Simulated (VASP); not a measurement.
The system is Ti3W.

```
Ti W
1.0
    -1.88512    1.88512    4.21091
     1.88512   -1.88512    4.21091
     1.88512    1.88512   -4.21091
Ti W
3 1
Direct
  0.50000 0.50000 0.00000
  0.25000 0.75000 0.50000
  0.75000 0.25000 0.50000
  0.00000 0.00000 0.00000
```

- Program: VASP 6.6.1
- Task: relaxation of cell and atoms
- Functional: PBE
- Potentials or basis: VASP PAW PBE potentials, release 64 (Ti_sv, W_sv)
- Cutoff: 600 eV
- k mesh: 6 × 6 × 6
- Occupations: gaussian, width 0.1 eV
- Spin: no spin polarisation

At the start: pressure 19.7 GPa; volume 14.96 Å³/atom.

**Question.** How do energy, volume and symmetry change on relaxing?

**Answer.** Over 11 steps the energy falls by 108.3 meV/atom and the volume is 16.64 Å³/atom (+11.2 %); space group I4/mmm (No. 139, to 0.1 Å) before and after.

Step by step:
```tsv
step	energy change (eV)	largest force (eV/Å)	pressure (GPa)	volume (Å³)
1	0.0000	0.0000	19.73	59.86
2	0.1797	0.0000	-16.21	77.26
3	-0.4062	0.0000	-0.71	67.14
4	-0.4066	0.0000	-0.27	66.93
5	-0.4065	0.0000	0.05	66.78
6	-0.4160	0.0000	0.09	66.69
7	-0.4329	0.0000	0.40	66.37
8	-0.4329	0.0000	0.48	66.31
9	-0.4331	0.0000	0.48	66.34
10	-0.4318	0.0000	-1.04	67.02
11	-0.4334	0.0000	0.00	66.55
```

Final structure:
```xyz
4
Lattice="-1.9092 1.9092 4.5640 1.9092 -1.9092 4.5640 1.9092 1.9092 -4.5640" Properties=species:S:1:pos:R:3 pbc="T T T"
Ti    0.0000    0.0000    4.5640
Ti    1.9092    0.0000    2.2820
Ti    0.0000    1.9092    2.2820
W     0.0000    0.0000    0.0000
```
